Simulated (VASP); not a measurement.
Input of a VASP 6.6.1 run:

The input INCAR:

```
SYSTEM = Na
  PREC = Accurate
  ENCUT = 520
  EDIFF = 1E-6
  ISMEAR = 0
  SIGMA = 0.1
  LREAL = .False.
  LASPH = .True.
  NELM = 80
  ALGO = Normal
  ISIF = 2
  LWAVE = .False.
  LCHARG = .False.
  GGA = PS
  NBANDS = 10
```

The input KPOINTS:

```
Automatic mesh
0
Gamma
  16 16 16
  0 0 0
```

The input POSCAR:

```
Na
1.0
   -1.8641964858      1.8641964858      2.5640658794
    1.8641964858     -1.8641964858      2.5640658794
    1.8641964858      1.8641964858     -2.5640658794
Na
1
Direct
    0.0000000000      0.0000000000      0.0000000000
```

Potentials or basis: VASP PAW PBE potentials, release 64 (Na_pv).

Run with:

```console
$ cat potpaw_PBE.64/Na_pv/POTCAR > POTCAR
$ mpirun -np 1 vasp_std > vasp.out
```

(1) Predict the band gap on the k mesh.

(2) Predict the pressure.

## Answers

(1) zero (an odd number of electrons rules out a gap without spin polarisation).

(2) 0.1 GPa.

Caveat: the cell differs from its parent crystal (strained); the PAW data sets were made with another functional, which shifts forces and pressure a little.
